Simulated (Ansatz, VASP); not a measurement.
Two plane-wave programs on BiRu

```
Ru Bi
1.0
     0.00000    2.77474    2.77474
     2.77474    0.00000    2.77474
     2.77474    2.77474    0.00000
Ru Bi
1 1
Direct
  0.00000 0.00000 0.00000
  0.50000 0.50000 0.50000
```

Alike in both runs: task electric field gradients; functional PBE; k mesh 10 × 10 × 10; occupations fermi-dirac, width 0.05 eV; no spin polarisation.

```csv
,VASP,Ansatz
version,VASP 6.6.1,Ansatz 0.2.0
potentials or method,"VASP PAW PBE potentials, release 64 (Ru_pv, Bi_d)","PAW with Ansatz's default frozen-core files, scalar-relativistic"
plane-wave cutoff (eV),520,420
valence electrons in the cell,29,31
```

|  | VASP | Ansatz | Ansatz less VASP |
| --- | --- | --- | --- |
| pressure (GPa) | 0.1 | 0.0 | -0.05 |

The functional is the same, so the differences come from potentials, cutoffs and numerics. VASP's potentials hold 29 valence electrons a cell and Ansatz's 31, so a difference there can come from the potentials and not from the codes.

Neither program's run includes spin-orbit coupling.
